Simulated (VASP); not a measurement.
Here is a VASP 6.6.1 calculation.

Contents of INCAR:

```
SYSTEM = Nb
PREC = Accurate ; ENCUT = 520
EDIFF = 1E-7 ; ISMEAR = 1
SIGMA = 0.1 ; LREAL = .False.
LASPH = .True. ; NELM = 60
ALGO = Normal ; ISIF = 2
LWAVE = .False. ; LCHARG = .True.
GGA = PS ; LELF = .True.
LVHAR = .True. ; NBANDS = 12
```

KPOINTS

```
Automatic mesh
0
Gamma
  16 16 16
  0 0 0
```

Contents of POSCAR:

```
Nb
1.0
   -1.6411946924      1.6411946924      1.6411946924
    1.6411946924     -1.6411946924      1.6411946924
    1.6411946924      1.6411946924     -1.6411946924
Nb
1
Direct
    0.0000000000      0.0000000000      0.0000000000
```

Potentials or basis: VASP PAW PBE potentials, release 64 (Nb_sv).

The run is started by

```sh
$ cat potpaw_PBE.64/Nb_sv/POTCAR > POTCAR
$ mpirun -np 1 vasp_std > vasp.out
```

Task: What does it give for the pressure?

Result: -2.3 GPa.

Task: Predict the band gap on the k mesh.

Result: Zero (an odd number of electrons rules out a gap without spin polarisation).

Caveat: the PAW data sets were made with another functional, which shifts forces and pressure a little.
